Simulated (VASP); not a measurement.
Runs of VASP 6.6.1 on Sn. The structure is that of space group Im-3m (No. 229), or close to it. The cells are those of the table. 

```csv
cell,gap on the mesh (eV),pressure (GPa)
"a = 3.226 Å, angles 109.5°, 1 atom",none,1.0
"a = 3.260 Å, angles 109.5°, 1 atom",none,(a)
"a = 3.293 Å, angles 109.5°, 1 atom",none,(b)
"a = 3.325 Å, angles 109.5°, 1 atom",none,-3.4
"a = 3.356 Å, angles 109.5°, 1 atom",none,-4.4
```

Alike in all rows: task single point; level PBEsol; potentials or basis VASP PAW PBE potentials, release 64 (Sn_d); no spin polarisation; k mesh 11 × 11 × 11; cutoff (eV) 520; smearing fermi-dirac 0.1 eV.

Fill in the values left out.

(a) -0.7; (b) -2.2.

Caveats: the PAW data sets were made with another functional, which shifts forces and pressure a little; spin-orbit coupling is left out, which moves the levels of the heavy elements.

A k mesh can miss the band edges, and the runs leave out spin-orbit coupling on Sn.

A gap of «none» marks levels without a gap at the run's occupations.
